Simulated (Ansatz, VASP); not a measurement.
**One calculation of TiAl3, two programs**

The input POSCAR:

```
TiAl3
1.0
   -1.9237634764      1.9237634764      4.3090184209
    1.9237634764     -1.9237634764      4.3090184209
    1.9237634764      1.9237634764     -4.3090184209
Ti Al
1 3
Direct
    0.0000000000      0.0000000000      0.0000000000
    0.2500000000      0.7500000000      0.5000000000
    0.7500000000      0.2500000000      0.5000000000
    0.5000000000      0.5000000000      0.0000000000
```

File INCAR.step1:

```
SYSTEM = TiAl3
  PREC = Accurate
  ENCUT = 520
  ISMEAR = -1
  SIGMA = 0.05
  LREAL = .False.
  LASPH = .True.
  NELM = 80
  NBANDS = 18
  GGA = PE
  ALGO = Normal
  EDIFF = 1E-4
  LWAVE = .True.
  LCHARG = .False.
```

File INCAR.step2:

```
SYSTEM = TiAl3
  PREC = Accurate
  ENCUT = 520
  EDIFF = 1E-7
  ISMEAR = -1
  SIGMA = 0.05
  LREAL = .False.
  LASPH = .True.
  NELM = 80
  ALGO = Normal
  ISIF = 2
  LWAVE = .False.
  LCHARG = .False.
  METAGGA = R2SCAN
  LMIXTAU = .True.
  NBANDS = 18
  ISTART = 1
```

Contents of KPOINTS:

```
regular mesh
0
Gamma
  10 10 10
  0 0 0
```

File input.yaml:

```yaml
crystal:
  lattice:
    - [-1.9237634764, 1.9237634764, 4.3090184209]
    - [1.9237634764, -1.9237634764, 4.3090184209]
    - [1.9237634764, 1.9237634764, -4.3090184209]
  atoms:
    - { symbol: Ti, position: [0.0, 0.0, 0.0] }
    - { symbol: Al, position: [0.25, 0.75, 0.5] }
    - { symbol: Al, position: [0.75, 0.25, 0.5] }
    - { symbol: Al, position: [0.5, 0.5, 0.0] }
hamiltonian:
  xc: r2scan
  pseudopotentials: { kind: paw }
kpoints:
  mp_grid: { grid: [10, 10, 10] }
scf:
  occupations: { method: fermi_dirac, width: 0.05 }
output:
  forces: true
  stress: true
  eigenvalues: true
  write_density: true
  write_potential: true
  elf: true
  volumetric_format: npy
```

Alike in both runs: task single point; functional r2SCAN; k mesh 10 × 10 × 10; occupations fermi-dirac, width 0.05 eV; no spin polarisation.

|  | VASP | Ansatz |
| --- | --- | --- |
| version | VASP 6.6.1 | Ansatz 0.2.0 |
| potentials or method | VASP PAW PBE potentials, release 64 (Ti_sv, Al) | Ansatz PAW |
| plane-wave cutoff (eV) | 520 | 500 |
| valence electrons in the cell | 21 | 21 |

|  | VASP | Ansatz | Ansatz less VASP |
| --- | --- | --- | --- |
| gap on the k mesh at the Fermi level (eV) | none | none | - |
| pressure (GPa) | -2.2 | -2.1 | +0.09 |
| traceless stress, the component that is largest in VASP (GPa) | -0.12 | -0.14 | -0.015 |

VASP's potentials were made for PBE, not for r2SCAN. A gap of «none» marks a metal or a gap that the smearing closes.
